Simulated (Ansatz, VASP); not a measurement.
## HfAlO: VASP beside Ansatz

```
Hf Al O
1.0
     3.34538    0.00000    0.00000
     0.00000    3.34538    0.00000
     0.00000    0.00000    7.64121
Hf Al O
2 2 2
Direct
  0.50000 0.00000 0.68083
  0.00000 0.50000 0.31917
  0.00000 0.00000 0.00000
  0.50000 0.50000 0.00000
  0.50000 0.00000 0.39635
  0.00000 0.50000 0.60365
```

Change from the starting cell: species swapped into the BaMnGe type (P4/nmm, No. 129).

Alike in both runs: functional PBE; k mesh 12 × 12 × 6; occupations gaussian, width 0.1 eV; no spin polarisation.

Ansatz relaxed the structure, and its values are those at the end. VASP's run is a single point on that final structure, the one shown.

```csv
,VASP,Ansatz
version,VASP 6.6.1,Ansatz 0.2.0
potentials or method,"VASP PAW PBE potentials, release 64 (Hf_pv, Al, O), cutoff 520 eV","scalar-relativistic, plane waves, PAW"
valence electrons in the cell,38,70
```

|  | VASP | Ansatz | Ansatz less VASP |
| --- | --- | --- | --- |
| gap on the k mesh at the Fermi level (eV) | none | none | - |
| pressure (GPa) | -1.1 | 0.0 | +1.13 |
| rms of the force components (eV/Å) | 0.051 | 0.000 | -0.0507 |

A gap of «none» marks a metal or a gap that the smearing closes. With one functional, cell and mesh, what is left measures potentials, basis and numerics. VASP's potentials hold 38 valence electrons a cell and Ansatz's 70, so a difference there can come from the potentials and not from the codes.

Neither program's run includes spin-orbit coupling.
